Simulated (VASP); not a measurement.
Input of a VASP 6.6.1 run:

Contents of INCAR:

```
SYSTEM = Si2Br3
PREC = Accurate
ENCUT = 600
EDIFF = 1E-6
ISMEAR = 0
SIGMA = 0.1
LREAL = .FALSE.
LASPH = .TRUE.
NELM = 60
ALGO = Normal
ISIF = 3
LWAVE = .FALSE.
LCHARG = .FALSE.
GGA = PE
IBRION = 2
NSW = 90
EDIFFG = -0.04
```

Contents of KPOINTS:

```
Automatic mesh
0
G
  4 4 4
  0 0 0
```

Contents of POSCAR:

```
Si2Br3
1.0
    5.7824812237      0.0000000000      0.0000000000
    0.0000000000      5.7824812237      0.0000000000
    0.0000000000      0.0000000000      5.0671707424
Si Br
2 3
Direct
    0.0000000000      0.0000000000      0.5000000000
    0.5000000000      0.5000000000      0.5000000000
    0.0000000000      0.0000000000      0.0000000000
    0.0000000000      0.5000000000      0.0000000000
    0.5000000000      0.0000000000      0.0000000000
```

Potentials or basis: VASP PAW PBE potentials, release 64 (Si, Br).

Run with:

```bash
$ cat potpaw_PBE.64/Si/POTCAR potpaw_PBE.64/Br/POTCAR > POTCAR
$ mpirun -np 1 vasp_std > vasp.out
```

**Question.** What does it give for the space group after relaxing (to 0.1 Å)?

**Answer.** P4/mmm (No. 123).

**Question.** Estimate the band gap on the k mesh.

**Answer.** Zero (an odd number of electrons rules out a gap without spin polarisation).

**Question.** Estimate the relaxed volume.

**Answer.** 33.53 Å³/atom.

**Question.** Estimate the relaxed cell.

**Answer.** a = 5.792 Å, b = 5.792 Å, c = 4.997 Å, α = 90.00°, β = 90.00°, γ = 90.00°.

The path:
```
step  energy change (eV)  largest force (eV/Å)  pressure (GPa)  volume (Å³)
   1              0.0000                0.0000           -0.27       169.43
   2             -0.0078                0.0000           -0.03       168.03
   3             -0.0083                0.0000            0.05       167.63
```

Caveat: an odd number of electrons without spin polarisation forces a metal; a magnetic or distorted state may lie lower.
